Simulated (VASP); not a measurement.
A run of VASP 6.6.1 is set up as follows.

File INCAR:

```
SYSTEM = GaN
  PREC = Accurate
  ENCUT = 520
  EDIFF = 1E-6
  ISMEAR = 0
  SIGMA = 0.01
  LREAL = .FALSE.
  LASPH = .TRUE.
  NELM = 150
  ALGO = Normal
  ISIF = 2
  LWAVE = .FALSE.
  LCHARG = .FALSE.
  MAGMOM = 0 0 0 0 0 0
  LORBIT = 11
  LSORBIT = .TRUE.
  GGA_COMPAT = .FALSE.
  LORBMOM = .TRUE.
  GGA = PS
  NBANDS = 30
```

The input KPOINTS:

```
Automatic mesh
0
G
  10 10 10
  0 0 0
```

The input POSCAR:

```
GaN
1.0
    2.2941200172      2.2941200172      0.0000000000
   -2.2941200172      2.2941200172      0.0000000000
    0.0000000000      2.2941200172      2.1986328681
Ga N
1 1
Direct
    0.0000000000      0.0000000000      0.0000000000
    0.2500000000      0.7500000000      0.5000000000
```

Potentials or basis: VASP PAW PBE potentials, release 64 (Ga_d, N).

Launch:

```console
$ cat potpaw_PBE.64/Ga_d/POTCAR potpaw_PBE.64/N/POTCAR > POTCAR
$ mpirun -np 1 vasp_ncl > vasp.out
```

What does it give for the pressure?

-3.6 GPa.

Estimate the net moment.

0.00 μB per cell.

Moments on the atoms (μB; x, y, z):
```
Ga  0.00 0.00 0.00
N   0.00 0.00 0.00
```

Caveat: the cell differs from its parent crystal (film at in-plane strain +0.02); the PAW data sets were made with another functional, which shifts forces and pressure a little.
